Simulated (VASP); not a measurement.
Wanted: the native input for a VASP 6.6.1 run.

| Item | Value |
| --- | --- |
| Task | relaxation of cell and atoms |
| Functional | RPBE |
| Dispersion | D4 |
| Potentials or basis | VASP PAW PBE potentials, release 64 (W_sv) |
| Cutoff | 600 eV |
| k mesh | 11 × 11 × 11 |
| Occupations | fermi-dirac, width 0.05 eV |
| Spin | no spin polarisation |
| Dipole correction | no |
| Further INCAR settings | ALGO = Normal; EDIFF = 1e-06; IBRION = 2; EDIFFG = -0.01; NSW = 60; ISIF = 3 |

The structure of W lies in POSCAR:

```
W
1.0
    0.0000000000      2.0300000000      2.0300000000
    2.0300000000      0.0000000000      2.0300000000
    2.0300000000      2.0300000000      0.0000000000
W
1
Direct
    0.0000000000      0.0000000000      0.0000000000
```

One way to write it, as run:

INCAR

```
ALGO     = Normal         # electronic algorithm
EDIFF    = 1E-6           # SCF threshold, eV
EDIFFG   = -0.01          # ionic threshold
ENCUT    = 600            # plane-wave cutoff, eV
GGA      = RP             # functional
IBRION   = 2              # ionic algorithm
ISIF     = 3              # what is computed and relaxed
ISMEAR   = -1             # smearing method
IVDW     = 13             # dispersion correction
LASPH    = True           # aspherical terms in the spheres
LCHARG   = False          # write CHGCAR
LREAL    = False          # projectors in reciprocal space
LWAVE    = False          # write WAVECAR
NELM     = 80             # most SCF steps
NSW      = 60             # ionic steps
PREC     = Accurate       # precision mode
SIGMA    = 0.05           # smearing width, eV
```

KPOINTS

```
k-points
0
Gamma
  11 11 11
```

Potentials or basis: VASP PAW PBE potentials, release 64 (W_sv).

Run with:

```bash
$ cat potpaw_PBE.64/W_sv/POTCAR > POTCAR
$ mpirun -np 1 vasp_std > vasp.out
```

Results of the run:

```
Relaxed volume                         : 16.05 Å³/atom
Relaxed cell                           : a = 2.832 Å, b = 2.832 Å, c = 2.832 Å, α = 60.00°, β = 60.00°, γ = 60.00°
Space group after relaxing (to 0.05 Å) : Fm-3m (No. 225)
Energy gained by relaxing              : 25.8 meV/atom
Ionic steps                            : 7
Pressure after relaxing                : 0.0 GPa
Band gap on the k mesh                 : zero (band 7 reaches 13.64 eV, above the bottom of band 8 at 10.30 eV)
Dispersion energy per atom             : -1.204 eV
```

Caveat: the PAW data sets were made with another functional, which shifts forces and pressure a little; spin-orbit coupling is left out, which moves the levels of the heavy elements; pairwise dispersion overbinds metals, which lowers pressure and volume.

Wall time 36 s on 1 thread of Intel Xeon 6975P-C, on a shared host, peak memory 0.15 GiB.
